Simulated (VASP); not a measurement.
# H27C5Cl5 in VASP: a series of runs

H27C5Cl5 is run at these levels: r2SCAN+D3(BJ); tasks: single point.

Program: VASP 6.6.1. These are calculated values, not measurements. Logs are shortened: lines on timing, memory, paths and dates and some standing lists are left out, and cuts for length are marked.

### Step 1. The cell of the first run

The cell holds a disordered packing, 37 atoms: a = 8.320 Å, b = 8.320 Å, c = 8.320 Å, α = 90.00°, β = 90.00°, γ = 90.00°.

### Step 2. Single point, r2SCAN+D3(BJ)

File POSCAR:

```
H27C5Cl5
1.0
    8.3203350000      0.0000000000      0.0000000000
    0.0000000000      8.3203350000      0.0000000000
    0.0000000000      0.0000000000      8.3203350000
C Cl H
5 5 27
Direct
    0.2875232560      0.5190288143      0.0532855651
    0.3369930616      0.0198987550      0.1201528761
    0.7733832671      0.9036468436      0.5092076562
    0.6214330137      0.3269211492      0.5830050167
   -0.0652178932      0.2015346643      0.1742750784
    0.2705909079      0.5426153466      0.2666560758
    0.5043810497      0.1429656425      0.1769349082
    0.9824593267      0.8588122899      0.4776295117
    0.7070808822      0.4707571067      0.4483547886
   -0.0706126852      0.1952080574     -0.0411925273
    0.3067436753      0.6369268413      0.0009092350
    0.3889802803      0.4402665453      0.0300521850
    0.1762050479      0.4670917814      0.0088056789
    0.2395147836      0.0991444676      0.0849390118
    0.3740859009     -0.0544279128      0.0195980149
    0.3036555117     -0.0541261017      0.2223605323
    0.7623539932      0.9627712507      0.6253199353
    0.7332247638      0.9812487949      0.4121607666
    0.7084473192      0.7906120437      0.5074477586
    0.7023670356      0.3125336803      0.6844017778
    0.5053046853      0.3717576749      0.6218907459
    0.6069401588      0.2151993953      0.5174072685
    0.0277167185      0.2857392223      0.2108152602
   -0.1816166531      0.2426586470      0.2161517812
   -0.0391634742      0.0813677100      0.2180006777
    0.6162734213      0.7870942050      0.1549205465
    0.5679824837      0.7253025863      0.1978891718
    0.9374030161      0.6224800181      0.1580831448
    0.8914580596      0.5973555407      0.0856536127
    0.6950746159      0.6384015726      0.8572230100
    0.7219416574      0.6282627578      0.7725713409
    0.3897415858      0.0027459886      0.6377518471
    0.3333815676      0.0603572884      0.5994726484
    0.4058289658      0.6679409413      0.6708458070
    0.3210698986      0.6593947211      0.6423323100
    1.0717105792      0.2427343411      0.5789443994
    1.0741680158      0.3265307295      0.5461319821
```

File INCAR.step1:

```
  ALGO = Normal
  EDIFF = 1E-4
  ENCUT = 520
  GGA = PE
  ISMEAR = -1
  LASPH = True
  LCHARG = False
  LREAL = Auto
  LWAVE = True
  NBANDS = 65
  NELM = 80
  PREC = Accurate
  SIGMA = 0.05
```

File INCAR.step2:

```
  ALGO = Normal
  EDIFF = 1E-6
  ENCUT = 520
  ISIF = 2
  ISMEAR = -1
  ISTART = 1
  IVDW = 12
  LASPH = True
  LCHARG = True
  LELF = True
  LMIXTAU = True
  LREAL = Auto
  LVHAR = True
  LWAVE = False
  METAGGA = R2SCAN
  NBANDS = 65
  NELM = 80
  PREC = Accurate
  SIGMA = 0.05
  VDW_A1 = 0.49484001
  VDW_A2 = 5.73083694
  VDW_S6 = 1.0
  VDW_S8 = 0.78981345
```

File KPOINTS:

```
k-points
0
Gamma
  1 1 1
```

Potentials or basis: VASP PAW PBE potentials, release 64 (C, Cl, H).

On the command line:

```sh
cat potpaw_PBE.64/C/POTCAR potpaw_PBE.64/Cl/POTCAR potpaw_PBE.64/H/POTCAR > POTCAR
cp INCAR.step1 INCAR
mpirun -np 1 vasp_gam > vasp.out
cp INCAR.step2 INCAR
mpirun -np 1 vasp_gam > vasp.out
```

OUTCAR:

```text
EDIFF = 1E-6
   ENCUT = 520
   ISIF = 2
   ISMEAR = -1
   ISTART = 1
   IVDW = 12
   LASPH = True
   LREAL = Auto
   METAGGA = R2SCAN
   NELM = 80
   PREC = Accurate
 IVDW          = 12

 ion  position               nearest neighbor table
   1  0.288  0.519  0.053-  11 1.09  12 1.09  13 1.09   6 1.79
   2  0.337  0.020  0.120-  15 1.09  14 1.09  16 1.09   7 1.79
   3  0.773  0.904  0.509-  19 1.08  18 1.09  17 1.09   8 1.80
   4  0.621  0.327  0.583-  22 1.08  21 1.09  20 1.09   9 1.79
   5  0.935  0.202  0.174-  24 1.08  25 1.09  23 1.09  10 1.79
   6  0.271  0.543  0.267-   1 1.79
   7  0.504  0.143  0.177-   2 1.79
   8  0.982  0.859  0.478-   3 1.80
   9  0.707  0.471  0.448-   4 1.79
  10  0.929  0.195  0.959-   5 1.79
  11  0.307  0.637  0.001-   1 1.09
[... 24 lines left out ...]
  36  0.072  0.243  0.579-  37 0.75
  37  0.074  0.327  0.546-  36 0.75

  LATTYP: Found a simple cubic cell.
 ALAT       =     8.3203350000

  Lattice vectors:

 A1 = (   8.3203350000,   0.0000000000,   0.0000000000)
 A2 = (   0.0000000000,   8.3203350000,   0.0000000000)
 A3 = (   0.0000000000,   0.0000000000,   8.3203350000)

Analysis of symmetry for initial positions (statically):
=====================================================================
 Subroutine PRICEL returns:
 Original cell was already a primitive cell.

 Routine SETGRP: Setting up the symmetry group for a
 simple cubic supercell.

 Subroutine GETGRP returns: Found  1 space group operations
 (whereof  1 operations were pure point group operations)
 out of a pool of 48 trial point group operations.

The static configuration has the point symmetry C_1 .

Analysis of symmetry for dynamics (positions and initial velocities):
=====================================================================
 Subroutine PRICEL returns:
 Original cell was already a primitive cell.

 Routine SETGRP: Setting up the symmetry group for a
 simple cubic supercell.

 Subroutine GETGRP returns: Found  1 space group operations
 (whereof  1 operations were pure point group operations)
 out of a pool of 48 trial point group operations.

The dynamic configuration has the point symmetry C_1 .

 Subroutine INISYM returns: Found  1 space group operations
 (whereof  1 operations are pure point group operations),
 and found     1 'primitive' translations

----------------------------------------------------------------------------------------

                                     Primitive cell

  volume of cell :     575.9999

  direct lattice vectors                    reciprocal lattice vectors
     8.320335000  0.000000000  0.000000000     0.120187468  0.000000000  0.000000000
     0.000000000  8.320335000  0.000000000     0.000000000  0.120187468  0.000000000
     0.000000000  0.000000000  8.320335000     0.000000000  0.000000000  0.120187468

  length of vectors
     8.320335000  8.320335000  8.320335000     0.120187468  0.120187468  0.120187468

  position of ions in fractional coordinates (direct lattice)
     0.287523256  0.519028814  0.053285565
     0.336993062  0.019898755  0.120152876
     0.773383267  0.903646844  0.509207656
     0.621433014  0.326921149  0.583005017
     0.934782107  0.201534664  0.174275078
     0.270590908  0.542615347  0.266656076
[... 29 lines left out ...]
     0.071710579  0.242734341  0.578944399
     0.074168016  0.326530729  0.546131982

  ion indices of the primitive-cell ions
   primitive index   ion index
                 1           1
                 2           2
                 3           3
                 4           4
                 5           5
                 6           6
[... 29 lines left out ...]
                36          36
                37          37

----------------------------------------------------------------------------------------

 KPOINTS: k-points

Automatic generation of k-mesh.
 Grid dimensions read from file:
 generate k-points for:    1    1    1

 Generating k-lattice:

  Cartesian coordinates                     Fractional coordinates (reciprocal lattice)
     0.120187468  0.000000000  0.000000000     1.000000000  0.000000000  0.000000000
     0.000000000  0.120187468  0.000000000     0.000000000  1.000000000  0.000000000
     0.000000000  0.000000000  0.120187468     0.000000000  0.000000000  1.000000000

  Length of vectors
     0.120187468  0.120187468  0.120187468

  Shift w.r.t. Gamma in fractional coordinates (k-lattice)
     0.000000000  0.000000000  0.000000000

 Subroutine IBZKPT returns following result:
 ===========================================

 Found      1 irreducible k-points:

 Following reciprocal coordinates:
            Coordinates               Weight
  0.000000  0.000000  0.000000      1.000000
   k-points           NKPTS =      1   k-points in BZ     NKDIM =      1   number of bands    NBANDS=     65
   number of dos      NEDOS =    301   number of ions     NIONS =     37
   total plane-waves  NPLWV = 262144
   dimension x,y,z NGX =    64 NGY =   64 NGZ =   64
   dimension x,y,z NGXF=   128 NGYF=  128 NGZF=  128
   ions per type =               5   5  27
   NGX,Y,Z   is equivalent  to a cutoff of  12.79, 12.79, 12.79 a.u.
   NGXF,Y,Z  is equivalent  to a cutoff of  25.58, 25.58, 25.58 a.u.
 SYSTEM =  unknown system
   PREC   = accura    normal or accurate (medium, high low for compatibility)
   ISTART =      1    job   : 0-new  1-cont  2-samecut
   ICHARG =      0    charge: 1-file 2-atom 10-const
   ISPIN  =      1    spin polarized calculation?
   LNONCOLLINEAR =      F non collinear calculations
   LSORBIT =      F    spin-orbit coupling
   LASPH  =      T    aspherical Exc in radial PAW
   ENCUT  =  520.0 eV  38.22 Ry    6.18 a.u.  15.47 15.47 15.47*2*pi/ulx,y,z
   NELM   =     80;   NELMIN=  2; NELMDL=  0     # of ELM steps
   EDIFF  = 0.1E-05   stopping-criterion for ELM
   LREAL  =      T    real-space projection
   EDIFFG = 0.1E-04   stopping-criterion for IOM
   NSW    =      0    number of steps for IOM
   IBRION =     -1    ionic relax: 0-MD 1-quasi-New 2-CG
   NFREE  =      0    steps in history (QN), initial steepest desc. (CG)
   ISIF   =      2    stress and relaxation
   ISYM   =      2    0-nonsym 1-usesym 2-fastsym
   POTIM  = 0.5000    time-step for ionic-motion
   TEBEG  =    0.0;   TEEND  =   0.0 temperature during run
   PSTRESS=    0.0 pullay stress
   NELECT =      82.0000    total number of electrons
   NUPDOWN=      -1.0000    fix difference up-down
   EMIN   =  10.00;   EMAX   =-10.00  energy-range for DOS
   EFERMI =   0.00;   METHOD = LEGACY
   ISMEAR =    -1;   SIGMA  =   0.05  broadening in eV -4-tet -1-fermi 0-gaus
   EFERMI_NEDOS =   21; number of points for ismear=-14 and -15
   IALGO  =     38    algorithm
   IMIX   =      4    mixing-type and parameters
     AMIX     =   0.40;   BMIX     =  1.00
     AMIX_MAG =   1.60;   BMIX_MAG =  1.00
  volume/ion in A,a.u.               =      15.57       105.06
  Fermi-wavevector in a.u.,A,eV,Ry     =   0.854815  1.615366  9.941888  0.730708
  Thomas-Fermi vector in A             =   1.971469
   LORBIT       =      0    0 simple, 1 ext, 2 COOP (PROOUT), +10 PAW based schemes
   METAGGA = R2SCAN    functional components
   LHFCALC =     F    Hartree Fock is set to
   AEXX    =    0.0000 exact exchange contribution
   IVDW    =    12    specifies the selected vdW correction
   LEPSILON=     F    determine dielectric tensor
   LRPA    =     F    only Hartree local field effects (RPA)
 non-spin polarized calculation
  energy-cutoff  :      520.00
  volume of cell :      576.00
 maximum number of plane-waves:      7758
 NGX is ok and might be reduce to    64
   NGX = 31   NGY = 31   NGZ = 31

 number of electron      82.0000000 magnetization

 Free energy of the ion-electron system (eV)
  ---------------------------------------------------
  ext. energy  EPLUGINS =         0.00000000
  ---------------------------------------------------
  free energy    TOTEN  =      -179.94085712 eV

  energy without entropy =     -179.94085712  energy(sigma->0) =     -179.94085712

 E-fermi :  -3.0632     XC(G=0):  -5.9718

 val. band max:       -4.3164258585   @ k =   0.0000   0.0000   0.0000
 cond. band min:       2.0864913114   @ k =   0.0000   0.0000   0.0000
 fundamental gap:      6.4029171698
 Fermi energy:        -3.0632366501

 k-point     1 :       0.0000    0.0000    0.0000
  band No.  band energies     occupation
      1     -19.5878      2.00000
      2     -19.4630      2.00000
      3     -19.4027      2.00000
      4     -19.3772      2.00000
      5     -19.3482      2.00000
      6     -14.8408      2.00000
[... 45 lines left out ...]
     52       4.1487      0.00000
     53       4.2908      0.00000
 [bands above 53 left out]

------------------------ aborting loop because EDIFF is reached ----------------------------------------

 Edisp (eV)   -0.68560

 E8    (eV) :    -0.1244

  FORCE on cell =-STRESS in cart. coord.  units (eV):
  Direction    XX          YY          ZZ          XY          YZ          ZX
  --------------------------------------------------------------------------------------
  -------------------------------------------------------------------------------------
  Total      -1.18151    -0.78864    -1.66397    -0.26945    -0.02403    -0.13224
  in kB      -3.28643    -2.19365    -4.62844    -0.74949    -0.06684    -0.36783
  external pressure =       -3.37 kB  Pullay stress =        0.00 kB

 VOLUME and BASIS-vectors are now :
 -----------------------------------------------------------------------------
  energy-cutoff  :      520.00
  volume of cell :      576.00
      direct lattice vectors                 reciprocal lattice vectors
     8.320335000  0.000000000  0.000000000     0.120187468  0.000000000  0.000000000
     0.000000000  8.320335000  0.000000000     0.000000000  0.120187468  0.000000000
     0.000000000  0.000000000  8.320335000     0.000000000  0.000000000  0.120187468

 POSITION                                       TOTAL-FORCE (eV/Angst)
 -----------------------------------------------------------------------------------
      2.39229      4.31849      0.44335        -0.019196      0.006000      0.196108
      2.80390      0.16556      0.99971         0.096651      0.098732      0.041896
      6.43481      7.51864      4.23678         0.283067     -0.017622      0.012518
      5.17053      2.72009      4.85080         0.074024      0.103395     -0.101651
      7.77770      1.67684      1.45003         0.005294     -0.005817     -0.128397
      2.25141      4.51474      2.21867        -0.012408     -0.024754     -0.162243
[... 29 lines left out ...]
      0.59666      2.01963      4.81701         0.011169      0.169091     -0.069675
      0.61710      2.71685      4.54400        -0.016362     -0.169312      0.069195
 -----------------------------------------------------------------------------------
    total drift:                               -0.002647      0.008556     -0.006260

  FREE ENERGIE OF THE ION-ELECTRON SYSTEM (eV)
  ---------------------------------------------------
  free  energy   TOTEN  =      -180.6264560009 eV

  energy  without entropy=     -180.6264560009  energy(sigma->0) =     -180.62645600
```

Run time: 5.9 min. Hardware: 1 thread of Intel Xeon Platinum 8259CL at 2.50GHz (Skylake/Cascade Lake), shared host; peak memory 0.63 GiB.

Results:

| Item | Value |
| --- | --- |
| Free energy | -180.6265 eV |
| Pressure | -0.3 GPa |
| Largest force | 0.284 eV/Å |
| Band gap on the k mesh | 6.40 eV |
| Dispersion energy per atom | -0.019 eV |

Forces on the atoms (eV/Å):
```
C   -0.019  0.006  0.196
C    0.097  0.099  0.042
C    0.283 -0.018  0.013
C    0.074  0.103 -0.102
C    0.005 -0.006 -0.128
Cl  -0.012 -0.025 -0.162
Cl  -0.112 -0.054 -0.047
Cl  -0.215  0.043  0.020
Cl  -0.038 -0.058  0.081
Cl   0.015  0.003  0.083
H    0.013  0.041 -0.022
H    0.028 -0.026 -0.008
H   -0.015 -0.015 -0.008
H   -0.028  0.028 -0.006
H    0.015 -0.025 -0.038
H   -0.009 -0.024  0.045
H   -0.009  0.001 -0.011
H   -0.009  0.012 -0.022
H   -0.046 -0.056  0.002
H    0.035 -0.009  0.043
H   -0.061  0.023  0.015
H   -0.008 -0.047 -0.026
H    0.032  0.032  0.014
H   -0.038  0.024  0.013
H    0.005 -0.044  0.007
H    0.000  0.003  0.007
H    0.006 -0.005 -0.005
H    0.006  0.002  0.010
H    0.009 -0.010 -0.007
H   -0.006  0.000 -0.005
H    0.002 -0.004  0.007
H    0.000 -0.002  0.004
H    0.000  0.002  0.001
H   -0.152 -0.029 -0.066
H    0.156  0.033  0.061
H    0.011  0.169 -0.070
H   -0.016 -0.169  0.069
```

Stress tensor (GPa, compression positive):
```
-0.33 -0.07 -0.04
-0.07 -0.22 -0.01
-0.04 -0.01 -0.46
```

Levels at points of the mesh, in eV from the valence-band top:
| k point | band 38 | band 39 | band 40 | band 41 | band 42 | band 43 | band 44 | band 45 |
| --- | --- | --- | --- | --- | --- | --- | --- | --- |
| (0.00, 0.00, 0.00) | -0.17 | -0.13 | -0.05 | 0.00 | 6.40 | 6.52 | 6.82 | 6.94 |

Caveat: the k points lie up to 0.76 Å⁻¹ apart; the PAW data sets were made with another functional, which shifts forces and pressure a little.

(Continued in part 2 of 4.)
